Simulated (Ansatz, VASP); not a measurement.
# ZnS in VASP and in Ansatz

```
Zn S
1.0
     0.00000    2.69409    2.69409
     2.69409    0.00000    2.69409
     2.69409    2.69409    0.00000
Zn S
1 1
Direct
  0.00000 0.00000 0.00000
  0.25000 0.25000 0.25000
```

Alike in both runs: task single point; functional r2SCAN; k mesh 8 × 8 × 8; no spin polarisation.

```csv
,VASP,Ansatz
version,VASP 6.6.1,Ansatz 0.2.0
potentials or method,"VASP PAW PBE potentials, release 64 (Zn, S)","plane waves, PAW"
plane-wave cutoff (eV),520,500
occupations,"gaussian, width 0.01 eV",fixed
valence electrons in the cell,18,18
```

Ansatz gave:

| Property | Result |
| --- | --- |
| gap on the k mesh at the Fermi level (eV) | 2.71 |
| pressure (GPa) | 0.0 |

Question: What did VASP give for the same quantities?

Answer: gap on the k mesh at the Fermi level (eV): 2.72; pressure (GPa): 0.0.

VASP's potentials were made for PBE, not for r2SCAN.
